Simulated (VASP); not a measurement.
Runs of VASP 6.6.1 on Zr. The structure is that of space group P6_3/mmc (No. 194), or close to it. The cells are those of the table. 

```tsv
cell	gap on the mesh (eV)	pressure (GPa)
a = 3.231, b = 3.231, c = 5.172 Å, angles 90.0, 90.0, 120.0°, 2 atoms	none	0.0
a = 2.387, b = 2.387, c = 4.265 Å, angles 90.0, 90.0, 120.0°, 2 atoms	none	274.2
a = 2.499, b = 2.499, c = 4.496 Å, angles 90.0, 90.0, 120.0°, 2 atoms	none	(a)
a = 2.751, b = 2.751, c = 4.854 Å, angles 90.0, 90.0, 120.0°, 2 atoms	none	63.6
```

Alike in all rows: task single point; level PBE; potentials or basis VASP PAW PBE potentials, release 64 (Zr_sv); no spin polarisation; k mesh 15 × 15 × 8; cutoff (eV) 520; smearing fermi-dirac 0.05 eV.

Question: Estimate the missing entries.

Answer: (a) 171.8.

Caveats: the cell stands under pressure (at least some runs).

A k mesh can miss the band edges, and the runs leave out spin-orbit coupling on Zr.

A gap of «none» marks levels without a gap at the run's occupations.
